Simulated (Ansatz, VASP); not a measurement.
**C in VASP and in Ansatz**

The input INCAR:

```
SYSTEM = C
ALGO = Normal
EDIFF = 1E-6
ENCUT = 520
GGA = PS
ISIF = 2
ISMEAR = -1
LASPH = .True.
LCHARG = .True.
LELF = .True.
LREAL = .False.
LVHAR = .True.
LWAVE = .False.
NBANDS = 11
NELM = 60
PREC = Accurate
SIGMA = 0.05
```

The input KPOINTS:

```
k-points
0
Gamma
  13 13 13
  0 0 0
```

POSCAR

```
C
1.0
    0.0000000000      1.8003063666      1.8003063666
    1.8003063666      0.0000000000      1.8003063666
    1.8003063666      1.8003063666      0.0000000000
C
2
Direct
    0.5000000000      0.5000000000      0.5000000000
    0.7500000000      0.7500000000      0.7500000000
```

Input for Ansatz:

```yaml
crystal:
  lattice:
    - [0.0, 1.8003063666, 1.8003063666]
    - [1.8003063666, 0.0, 1.8003063666]
    - [1.8003063666, 1.8003063666, 0.0]
  atoms:
    - { symbol: C, position: [0.5, 0.5, 0.5] }
    - { symbol: C, position: [0.75, 0.75, 0.75] }
hamiltonian:
  xc: pbesol
  pseudopotentials:
    kind: paw
    azcp:
      C: "pseudopotentials/C.paw.azcp"
basis:
  ecutwfc: 420
  fft_grid_basis: typed
kpoints:
  mp_grid: { grid: [13, 13, 13], shift: [0, 0, 0] }
magnetization:
  spin_polarized: false
scf:
  occupations: { method: fermi_dirac, width: 0.05 }
  lower_state_search: "off"
output:
  stress: true
```

Alike in both runs: task single point; functional PBEsol; k mesh 13 × 13 × 13; occupations fermi-dirac, width 0.05 eV; no spin polarisation.

|  | VASP | Ansatz |
| --- | --- | --- |
| version | VASP 6.6.1 | Ansatz 0.2.0 |
| potentials or method | VASP PAW PBE potentials, release 64 (C), cutoff 520 eV | plane waves (420 eV) with PAW, scalar-relativistic |
| valence electrons in the cell | 8 | 8 |

Ansatz gave:

```
pressure (GPa) : -16.4
```

Q: Estimate VASP's values.

A: Pressure (GPa): -15.5.

VASP's potentials were made for PBE, not for PBEsol, and Ansatz warns of the same on its side.
